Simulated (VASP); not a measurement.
# B6As (Pm-3m) in VASP: notebook

The runs below take B6As through single point, relaxation of cell and atoms, with r2SCAN.

Program: VASP 6.6.1. These are calculated values, not measurements. Logs are shortened: lines on timing, memory, paths and dates and some standing lists are left out, and cuts for length are marked.

**1. The cell of the first run**

The structure is cubic, space group Pm-3m (No. 221). The conventional cell has a = 4.035 Å, b = 4.035 Å, c = 4.035 Å, α = 90.00°, β = 90.00°, γ = 90.00°. B (site symmetry 4mm) has 5 B at 1.61 to 1.71 Å within 2.1 Å. Within 4.1 Å of As (site symmetry m-3m) lie 24 B at 2.96 Å and 6 As at 4.03 Å.

**2. Single point, r2SCAN**

POSCAR

```
B6As
1.0
    4.0347082402      0.0000000000      0.0000000000
    0.0000000000      4.0347082402      0.0000000000
    0.0000000000      0.0000000000      4.0347082402
B As
6 1
Direct
    0.5000000000      0.5000000000      0.2000000000
    0.5000000000      0.5000000000      0.8000000000
    0.2000000000      0.5000000000      0.5000000000
    0.8000000000      0.5000000000      0.5000000000
    0.5000000000      0.2000000000      0.5000000000
    0.5000000000      0.8000000000      0.5000000000
    0.0000000000      0.0000000000      0.0000000000
```

INCAR.step1

```
SYSTEM = B6As
ALGO = Normal ; EDIFF = 1E-5
ENCUT = 550 ; GGA = PE
GGA_COMPAT = .FALSE. ; ISMEAR = 0
LASPH = .TRUE. ; LCHARG = .FALSE.
LREAL = .FALSE. ; LWAVE = .TRUE.
NBANDS = 20 ; NELM = 120
PREC = Accurate ; SIGMA = 0.1
```

INCAR.step2

```
SYSTEM = B6As
ALGO = Normal ; EDIFF = 1E-6
ENCUT = 550 ; GGA_COMPAT = .FALSE.
ISIF = 2 ; ISMEAR = 0
ISTART = 1 ; LASPH = .TRUE.
LCHARG = .TRUE. ; LELF = .TRUE.
LMIXTAU = .TRUE. ; LREAL = .FALSE.
LVHAR = .TRUE. ; LWAVE = .FALSE.
METAGGA = R2SCAN ; NBANDS = 20
NELM = 120 ; PREC = Accurate
SIGMA = 0.1
```

KPOINTS

```
k-points
0
G
  4 4 4
  0 0 0
```

Potentials or basis: VASP PAW PBE potentials, release 64 (B, As).

Run with:

```bash
> cat potpaw_PBE.64/B/POTCAR potpaw_PBE.64/As/POTCAR > POTCAR
> cp INCAR.step1 INCAR
> mpirun -np 1 vasp_std > vasp.out
> cp INCAR.step2 INCAR
> mpirun -np 1 vasp_std > vasp.out
```

OUTCAR:

```text
SYSTEM = B6As
   EDIFF = 1E-6
   ENCUT = 550
   ISIF = 2
   ISMEAR = 0
   ISTART = 1
   LASPH = .TRUE.
   LREAL = .FALSE.
   METAGGA = R2SCAN
   NELM = 120
   PREC = Accurate

 ion  position               nearest neighbor table
   1  0.500  0.500  0.200-   2 1.61   3 1.71   4 1.71   5 1.71   6 1.71
   2  0.500  0.500  0.800-   1 1.61   3 1.71   4 1.71   5 1.71   6 1.71
   3  0.200  0.500  0.500-   4 1.61   2 1.71   1 1.71   5 1.71   6 1.71
   4  0.800  0.500  0.500-   3 1.61   2 1.71   1 1.71   5 1.71   6 1.71
   5  0.500  0.200  0.500-   6 1.61   2 1.71   3 1.71   4 1.71   1 1.71
   6  0.500  0.800  0.500-   5 1.61   2 1.71   3 1.71   4 1.71   1 1.71
   7  0.000  0.000  0.000-

  LATTYP: Found a simple cubic cell.
 ALAT       =     4.0347082402

  Lattice vectors:

 A1 = (   4.0347082402,   0.0000000000,   0.0000000000)
 A2 = (   0.0000000000,   4.0347082402,   0.0000000000)
 A3 = (   0.0000000000,   0.0000000000,   4.0347082402)

Analysis of symmetry for initial positions (statically):
=====================================================================
 Subroutine PRICEL returns:
 Original cell was already a primitive cell.

 Routine SETGRP: Setting up the symmetry group for a
 simple cubic supercell.

 Subroutine GETGRP returns: Found 48 space group operations
 (whereof 48 operations were pure point group operations)
 out of a pool of 48 trial point group operations.

The static configuration has the point symmetry O_h .

Analysis of symmetry for dynamics (positions and initial velocities):
=====================================================================
 Subroutine PRICEL returns:
 Original cell was already a primitive cell.

 Routine SETGRP: Setting up the symmetry group for a
 simple cubic supercell.

 Subroutine GETGRP returns: Found 48 space group operations
 (whereof 48 operations were pure point group operations)
 out of a pool of 48 trial point group operations.

The dynamic configuration has the point symmetry O_h .

 Subroutine INISYM returns: Found 48 space group operations
 (whereof 48 operations are pure point group operations),
 and found     1 'primitive' translations

----------------------------------------------------------------------------------------

                                     Primitive cell

  volume of cell :      65.6805

  direct lattice vectors                    reciprocal lattice vectors
     4.034708240  0.000000000  0.000000000     0.247849396  0.000000000  0.000000000
     0.000000000  4.034708240  0.000000000     0.000000000  0.247849396  0.000000000
     0.000000000  0.000000000  4.034708240     0.000000000  0.000000000  0.247849396

  length of vectors
     4.034708240  4.034708240  4.034708240     0.247849396  0.247849396  0.247849396

  position of ions in fractional coordinates (direct lattice)
     0.500000000  0.500000000  0.200000000
     0.500000000  0.500000000  0.800000000
     0.200000000  0.500000000  0.500000000
     0.800000000  0.500000000  0.500000000
     0.500000000  0.200000000  0.500000000
     0.500000000  0.800000000  0.500000000
     0.000000000  0.000000000  0.000000000

  ion indices of the primitive-cell ions
   primitive index   ion index
                 1           1
                 2           2
                 3           3
                 4           4
                 5           5
                 6           6
                 7           7

----------------------------------------------------------------------------------------

 KPOINTS: k-points

Automatic generation of k-mesh.
 Grid dimensions read from file:
 generate k-points for:    4    4    4

 Generating k-lattice:

  Cartesian coordinates                     Fractional coordinates (reciprocal lattice)
     0.061962349  0.000000000  0.000000000     0.250000000  0.000000000  0.000000000
     0.000000000  0.061962349  0.000000000     0.000000000  0.250000000  0.000000000
     0.000000000  0.000000000  0.061962349     0.000000000  0.000000000  0.250000000

  Length of vectors
     0.061962349  0.061962349  0.061962349

  Shift w.r.t. Gamma in fractional coordinates (k-lattice)
     0.000000000  0.000000000  0.000000000

 Subroutine IBZKPT returns following result:
 ===========================================

 Found     10 irreducible k-points:

 Following reciprocal coordinates:
            Coordinates               Weight
  0.000000  0.000000  0.000000      1.000000
  0.250000  0.000000  0.000000      6.000000
  0.500000  0.000000  0.000000      3.000000
  0.250000  0.250000  0.000000     12.000000
  0.500000  0.250000  0.000000     12.000000
  0.500000  0.500000  0.000000      3.000000
  0.250000  0.250000  0.250000      8.000000
  0.500000  0.250000  0.250000     12.000000
  0.500000  0.500000  0.250000      6.000000
  0.500000  0.500000  0.500000      1.000000
   k-points           NKPTS =     10   k-points in BZ     NKDIM =     10   number of bands    NBANDS=     20
   number of dos      NEDOS =    301   number of ions     NIONS =      7
   total plane-waves  NPLWV =  32768
   dimension x,y,z NGX =    32 NGY =   32 NGZ =   32
   dimension x,y,z NGXF=    64 NGYF=   64 NGZF=   64
   ions per type =               6   1
   NGX,Y,Z   is equivalent  to a cutoff of  13.19, 13.19, 13.19 a.u.
   NGXF,Y,Z  is equivalent  to a cutoff of  26.37, 26.37, 26.37 a.u.
 SYSTEM =  B6As
   PREC   = accura    normal or accurate (medium, high low for compatibility)
   ISTART =      1    job   : 0-new  1-cont  2-samecut
   ICHARG =      0    charge: 1-file 2-atom 10-const
   ISPIN  =      1    spin polarized calculation?
   LNONCOLLINEAR =      F non collinear calculations
   LSORBIT =      F    spin-orbit coupling
   LASPH  =      T    aspherical Exc in radial PAW
   ENCUT  =  550.0 eV  40.42 Ry    6.36 a.u.   7.72  7.72  7.72*2*pi/ulx,y,z
   NELM   =    120;   NELMIN=  2; NELMDL=  0     # of ELM steps
   EDIFF  = 0.1E-05   stopping-criterion for ELM
   LREAL  =      F    real-space projection
   EDIFFG = 0.1E-04   stopping-criterion for IOM
   NSW    =      0    number of steps for IOM
   IBRION =     -1    ionic relax: 0-MD 1-quasi-New 2-CG
   NFREE  =      0    steps in history (QN), initial steepest desc. (CG)
   ISIF   =      2    stress and relaxation
   ISYM   =      2    0-nonsym 1-usesym 2-fastsym
   POTIM  = 0.5000    time-step for ionic-motion
   TEBEG  =    0.0;   TEEND  =   0.0 temperature during run
   PSTRESS=    0.0 pullay stress
   NELECT =      23.0000    total number of electrons
   NUPDOWN=      -1.0000    fix difference up-down
   EMIN   =  10.00;   EMAX   =-10.00  energy-range for DOS
   EFERMI =   0.00;   METHOD = LEGACY
   ISMEAR =     0;   SIGMA  =   0.10  broadening in eV -4-tet -1-fermi 0-gaus
   EFERMI_NEDOS =   21; number of points for ismear=-14 and -15
   IALGO  =     38    algorithm
   IMIX   =      4    mixing-type and parameters
     AMIX     =   0.40;   BMIX     =  1.00
     AMIX_MAG =   1.60;   BMIX_MAG =  1.00
  volume/ion in A,a.u.               =       9.38        63.32
  Fermi-wavevector in a.u.,A,eV,Ry     =   1.153910  2.180574 18.116273  1.331509
  Thomas-Fermi vector in A             =   2.290551
   LORBIT       =      0    0 simple, 1 ext, 2 COOP (PROOUT), +10 PAW based schemes
   METAGGA = R2SCAN    functional components
   LHFCALC =     F    Hartree Fock is set to
   AEXX    =    0.0000 exact exchange contribution
   IVDW    =     0    specifies the selected vdW correction
   LEPSILON=     F    determine dielectric tensor
   LRPA    =     F    only Hartree local field effects (RPA)
 non-spin polarized calculation
 Gauss-broadening in eV      SIGMA  =   0.10
  energy-cutoff  :      550.00
  volume of cell :       65.68
 maximum number of plane-waves:      1956
 NGX is ok and might be reduce to    32
   NGX = 15   NGY = 15   NGZ = 15

 number of electron      23.0000000 magnetization

 Free energy of the ion-electron system (eV)
  ---------------------------------------------------
  ext. energy  EPLUGINS =         0.00000000
  ---------------------------------------------------
  free energy    TOTEN  =       -54.12724602 eV

  energy without entropy =      -54.10201111  energy(sigma->0) =      -54.11462856

 E-fermi :   5.4120     XC(G=0): -11.6904

 val. band max:        5.3793124283   @ k =   0.2500   0.0000   0.0000
 cond. band min:       5.4468258323   @ k =   0.5000   0.2500   0.0000
 fundamental gap:      0.0675134040
 Fermi energy:         5.4119632662

 k-point     1 :       0.0000    0.0000    0.0000
  band No.  band energies     occupation
      1     -11.0826      2.00000
      2      -6.2232      2.00000
      3      -2.4113      2.00000
      4      -2.4113      2.00000
      5      -2.4113      2.00000
      6      -0.3489      2.00000
[... 12 lines left out ...]
     19      13.0645      0.00000
     20      16.7050      0.00000

 k-point     2 :       0.2500    0.0000    0.0000
  band No.  band energies     occupation
      1     -10.7829      2.00000
      2      -6.8749      2.00000
      3      -2.9186      2.00000
      4      -2.0158      2.00000
      5      -2.0158      2.00000
      6      -0.8491      2.00000
[... 12 lines left out ...]
     19      15.3451      0.00000
     20      15.4045      0.00000

 k-point     3 :       0.5000    0.0000    0.0000
  band No.  band energies     occupation
      1     -10.3650      2.00000
      2      -7.6751      2.00000
      3      -2.2598      2.00000
      4      -2.2188      2.00000
      5      -1.4108      2.00000
      6      -1.4108      2.00000
[... 12 lines left out ...]
     19      14.6302      0.00000
     20      15.6244      0.00000

 k-point     4 :       0.2500    0.2500    0.0000
  band No.  band energies     occupation
      1     -10.5246      2.00000
      2      -6.9159      2.00000
      3      -4.0585      2.00000
      4      -2.1752      2.00000
      5      -1.6369      2.00000
      6      -1.2656      2.00000
[... 12 lines left out ...]
     19      14.8728      0.00000
     20      15.2301      0.00000

 k-point     5 :       0.5000    0.2500    0.0000
  band No.  band energies     occupation
      1     -10.1902      2.00000
      2      -7.2225      2.00000
      3      -3.9539      2.00000
      4      -3.4440      2.00000
      5      -1.0714      2.00000
      6      -0.9901      2.00000
[... 12 lines left out ...]
     19      15.1986      0.00000
     20      16.2161      0.00000

 k-point     6 :       0.5000    0.5000    0.0000
  band No.  band energies     occupation
      1      -9.9868      2.00000
      2      -6.3749      2.00000
      3      -4.8979      2.00000
      4      -4.8979      2.00000
      5      -0.7865      2.00000
      6      -0.5908      2.00000
[... 12 lines left out ...]
     19      15.5449      0.00000
     20      15.8255      0.00000

 k-point     7 :       0.2500    0.2500    0.2500
  band No.  band energies     occupation
      1     -10.3036      2.00000
      2      -6.7892      2.00000
      3      -3.6807      2.00000
      4      -3.6807      2.00000
      5      -2.5794      2.00000
      6       0.8892      2.00000
[... 12 lines left out ...]
     19      15.3728      0.00000
     20      15.3728      0.00000

 k-point     8 :       0.5000    0.2500    0.2500
  band No.  band energies     occupation
      1     -10.0329      2.00000
      2      -6.7992      2.00000
      3      -3.8857      2.00000
      4      -3.6955      2.00000
      5      -3.1165      2.00000
      6      -0.1553      2.00000
[... 12 lines left out ...]
     19      14.3421      0.00000
     20      16.7200      0.00000

 k-point     9 :       0.5000    0.5000    0.2500
  band No.  band energies     occupation
      1      -9.8531      2.00000
      2      -6.0687      2.00000
      3      -4.5077      2.00000
      4      -4.5077      2.00000
      5      -3.0002      2.00000
      6       0.1798      2.00000
[... 12 lines left out ...]
     19      15.4385      0.00000
     20      16.5742      0.00000

 k-point    10 :       0.5000    0.5000    0.5000
  band No.  band energies     occupation
      1      -9.7035      2.00000
      2      -5.6744      2.00000
      3      -3.9095      2.00000
      4      -3.9095      2.00000
      5      -3.9095      2.00000
      6      -1.1066      2.00000
[... 12 lines left out ...]
     19      15.2273      0.00000
     20      15.2273      0.00000

------------------------ aborting loop because EDIFF is reached ----------------------------------------

  FORCE on cell =-STRESS in cart. coord.  units (eV):
  Direction    XX          YY          ZZ          XY          YZ          ZX
  --------------------------------------------------------------------------------------
  -------------------------------------------------------------------------------------
  Total        6.7463586      6.7463586      6.7463586      0.0000000      0.0000000     -0.0000000
  in kB      164.5673202    164.5673202    164.5673202      0.0000000      0.0000000     -0.0000000
  external PRESSURE =     164.5673202 kB  Pullay stress =       0.0000000 kB

 VOLUME and BASIS-vectors are now :
 -----------------------------------------------------------------------------
  energy-cutoff  :      550.00
  volume of cell :       65.68
      direct lattice vectors                 reciprocal lattice vectors
     4.034708240  0.000000000  0.000000000     0.247849396  0.000000000  0.000000000
     0.000000000  4.034708240  0.000000000     0.000000000  0.247849396  0.000000000
     0.000000000  0.000000000  4.034708240     0.000000000  0.000000000  0.247849396

 POSITION                                       TOTAL-FORCE (eV/Angst)
 -----------------------------------------------------------------------------------
      2.01735      2.01735      0.80694        -0.000000     -0.000000     -0.529336
      2.01735      2.01735      3.22777        -0.000000     -0.000000      0.529336
      0.80694      2.01735      2.01735        -0.529336      0.000000      0.000000
      3.22777      2.01735      2.01735         0.529336     -0.000000      0.000000
      2.01735      0.80694      2.01735        -0.000000     -0.529336      0.000000
      2.01735      3.22777      2.01735        -0.000000      0.529336      0.000000
      0.00000      0.00000      0.00000        -0.000000      0.000000      0.000000
 -----------------------------------------------------------------------------------
    total drift:                                0.000000     -0.000000     -0.000000

  FREE ENERGIE OF THE ION-ELECTRON SYSTEM (eV)
  ---------------------------------------------------
  free  energy   TOTEN  =       -54.1272460152 eV

  energy  without entropy=      -54.1020111078  energy(sigma->0) =      -54.11462856
```

Run time: 22 s. Hardware: 1 thread of Intel Xeon 6975P-C (Granite Rapids), shared host; peak memory 0.18 GiB.

Results:

| Quantity | Value |
| --- | --- |
| Free energy | -54.1272 eV |
| Pressure | 16.5 GPa |
| Largest force | 0.529 eV/Å |
| Band gap on the k mesh | zero (an odd number of electrons rules out a gap without spin polarisation) |

Forces in eV/Å, atoms in the order of the input:
```
B    0.000  0.000 -0.529
B    0.000  0.000  0.529
B   -0.529  0.000  0.000
B    0.529  0.000  0.000
B    0.000 -0.529  0.000
B    0.000  0.529  0.000
As   0.000  0.000  0.000
```

Caveat: the k points lie up to 0.39 Å⁻¹ apart, too coarse for converged energies and pressures of a metal; the PAW data sets were made with another functional, which shifts forces and pressure a little.

**3. Single point, r2SCAN**

This run uses another cell than the first one, of 10.30 Å³/atom.

POSCAR

```
B6As
1.0
    4.1619532476      0.0000000000      0.0000000000
    0.0000000000      4.1619532476      0.0000000000
    0.0000000000      0.0000000000      4.1619532476
B As
6 1
Direct
    0.5000000000      0.5000000000      0.1983957967
    0.5000000000      0.5000000000      0.8016042033
    0.1983957967      0.5000000000      0.5000000000
    0.8016042033      0.5000000000      0.5000000000
    0.5000000000      0.1983957967      0.5000000000
    0.5000000000      0.8016042033      0.5000000000
    0.0000000000      0.0000000000      0.0000000000
```

INCAR.step1

```
ALGO = Normal ; EDIFF = 1E-5
ENCUT = 550 ; GGA = PE
GGA_COMPAT = False ; ISMEAR = 0
LASPH = True ; LCHARG = False
LREAL = False ; LWAVE = True
NBANDS = 20 ; NELM = 120
PREC = Accurate ; SIGMA = 0.1
```

INCAR.step2

```
ALGO = Normal ; EDIFF = 1E-6
ENCUT = 550 ; GGA_COMPAT = False
ISIF = 2 ; ISMEAR = 0
ISTART = 1 ; LASPH = True
LCHARG = False ; LMIXTAU = True
LREAL = False ; LWAVE = False
METAGGA = R2SCAN ; NBANDS = 20
NELM = 120 ; PREC = Accurate
SIGMA = 0.1
```

KPOINTS

```
k-points
0
Gamma
  4 4 4
```

Potentials or basis: VASP PAW PBE potentials, release 64 (B, As).

Run with:

```bash
> cat potpaw_PBE.64/B/POTCAR potpaw_PBE.64/As/POTCAR > POTCAR
> cp INCAR.step1 INCAR
> mpirun -np 1 vasp_std > vasp.out
> cp INCAR.step2 INCAR
> mpirun -np 1 vasp_std > vasp.out
```

It took 21 s on 1 thread of Intel Xeon 6975P-C (Granite Rapids), shared host; peak memory 0.18 GiB.

The run converged. Its results:

```yaml
Free_energy: -54.4520 eV
Pressure: 0.1 GPa
Largest_force: 0.035 eV/Å
Band_gap_on_the_k_mesh: zero (an odd number of electrons rules out a gap without spin polarisation)
```

Forces on the atoms (eV/Å):
```
B    0.000  0.000 -0.035
B    0.000  0.000  0.035
B   -0.035  0.000  0.000
B    0.035  0.000  0.000
B    0.000 -0.035  0.000
B    0.000  0.035  0.000
As   0.000  0.000  0.000
```

Levels at points of the mesh, in eV from the Fermi level:
```
           k point  band 9  band 10  band 11  band 12  band 13  band 14
(0.00, 0.00, 0.00)    0.00     0.00     0.00     0.23     0.23     0.23
(0.50, 0.00, 0.00)   -3.56    -2.00     0.19     0.72     1.19     1.64
(0.50, 0.50, 0.00)   -2.44    -1.79    -1.79    -0.69    -0.53    -0.53
(0.50, 0.50, 0.50)   -1.33    -1.33    -1.33     2.34     2.34     2.34
```

Caveat: the k points lie up to 0.38 Å⁻¹ apart, too coarse for converged energies and pressures of a metal; the PAW data sets were made with another functional, which shifts forces and pressure a little.

[end of part 1 of 3]

The gap in the log of VASP goes by the Fermi energy; the results here count the filled bands.